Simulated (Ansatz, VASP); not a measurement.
# Two plane-wave programs on ZnCd2Te3

File INCAR:

```
PREC = Accurate ; ENCUT = 600
EDIFF = 1E-7 ; ISMEAR = 0
SIGMA = 0.1 ; LREAL = F
LASPH = T ; NELM = 60
ALGO = Normal ; ISIF = 3
LWAVE = F ; LCHARG = F
GGA = PE ; IBRION = 2
NSW = 90 ; EDIFFG = -0.04
```

File KPOINTS:

```
regular mesh
0
Gamma
  6 6 2
```

The input POSCAR:

```
ZnCd2Te3
1.0
    4.4698589900      0.0000000000      0.0000000000
   -2.2349295000      3.8710114400      0.0000000000
    0.0000000000      0.0000000000      9.6483004100
Zn Cd Te
1 2 3
Direct
    0.0000000000      0.0000000000      0.5000000000
    0.3333333300      0.6666666700      0.5000000000
    0.6666666700      0.3333333300      0.5000000000
    0.0000000000      0.0000000000      0.0000000000
    0.3333333300      0.6666666700      0.0000000000
    0.6666666700      0.3333333300      0.0000000000
```

Input for Ansatz:

```yaml
crystal:
  lattice:
    - [4.46985899, 0.0, 0.0]
    - [-2.2349295, 3.87101144, 0.0]
    - [0.0, 0.0, 9.64830041]
  atoms:
    - { symbol: Zn, position: [0.0, 0.0, 0.5] }
    - { symbol: Cd, position: [0.33333333, 0.66666667, 0.5] }
    - { symbol: Cd, position: [0.66666667, 0.33333333, 0.5] }
    - { symbol: Te, position: [0.0, 0.0, 0.0] }
    - { symbol: Te, position: [0.33333333, 0.66666667, 0.0] }
    - { symbol: Te, position: [0.66666667, 0.33333333, 0.0] }
basis:
  ecutwfc: 420
kpoints:
  mp_grid: { grid: [6, 6, 2] }
hamiltonian:
  xc: pbe
scf:
  occupations: { method: gaussian, width: 0.1 }
  lower_state_search: "off"
output:
  forces: true
  stress: true
  eigenvalues: true
relax:
  adjacent_minimum: "off"
  f_tol: 0.04
  max_steps: 70
  cell: { stress_tol: 0.4 }
```

Alike in both runs: task relaxation of cell and atoms; functional PBE; k mesh 6 × 6 × 2; occupations gaussian, width 0.1 eV; no spin polarisation.

```csv
,VASP,Ansatz
version,VASP 6.6.1,Ansatz 0.2.0
potentials or method,"VASP PAW PBE potentials, release 64 (Zn, Cd, Te), cutoff 600 eV","scalar-relativistic, plane waves, PAW"
valence electrons in the cell,54,100
```

Ansatz gave:

```
gap on the k mesh at the Fermi level, each at its own relaxed structure (eV) : none
relaxed volume (Å³/atom)                                                     : 28.41
relaxed cell length with the largest relative difference (Å)                 : 6.639
```

**Question.** What did VASP give for the same quantities?

**Answer.** gap on the k mesh at the Fermi level, each at its own relaxed structure (eV): none; relaxed volume (Å³/atom): 28.40; relaxed cell length with the largest relative difference (Å): 6.606.

A gap of «none» marks a metal or a gap that the smearing closes. VASP's potentials hold 54 valence electrons a cell and Ansatz's 100, so a difference there can come from the potentials and not from the codes.

Spin-orbit coupling is off throughout.
